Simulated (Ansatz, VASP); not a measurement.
S in VASP and in Ansatz

```
CELL_PARAMETERS angstrom
0.00000 4.27165 0.00000
-4.28647 0.00000 0.00000
0.00000 0.00000 9.59789
ATOMIC_POSITIONS crystal
S 0.00000 0.00000 0.09852
S 0.50000 0.50000 0.09852
S 0.50000 0.00000 0.40148
S 0.00000 0.50000 0.40148
S 0.00000 0.00000 0.90148
S 0.50000 0.50000 0.90148
S 0.50000 0.00000 0.59852
S 0.00000 0.50000 0.59852
```

Alike in both runs: functional PBE; dispersion D3(BJ); k mesh 8 × 8 × 4; occupations gaussian, width 0.1 eV; no spin polarisation.

Ansatz relaxed the structure, and its values are those at the end. VASP's run is a single point on that final structure, the one shown.

|  | VASP | Ansatz |
| --- | --- | --- |
| version | VASP 6.6.1 | Ansatz 0.2.0 |
| potentials or method | VASP PAW PBE potentials, release 64 (S), cutoff 520 eV | scalar-relativistic, plane waves, PAW |
| valence electrons in the cell | 48 | 48 |

Ansatz gave:

| Property | Result |
| --- | --- |
| gap on the k mesh at the Fermi level (eV) | none |
| pressure (GPa) | 0.0 |
| rms of the force components (eV/Å) | 0.001 |

Problem. Estimate VASP's values.

Solution. gap on the k mesh at the Fermi level (eV): none; pressure (GPa): -0.7; rms of the force components (eV/Å): 0.149.

A gap of «none» marks a metal or a gap that the smearing closes.
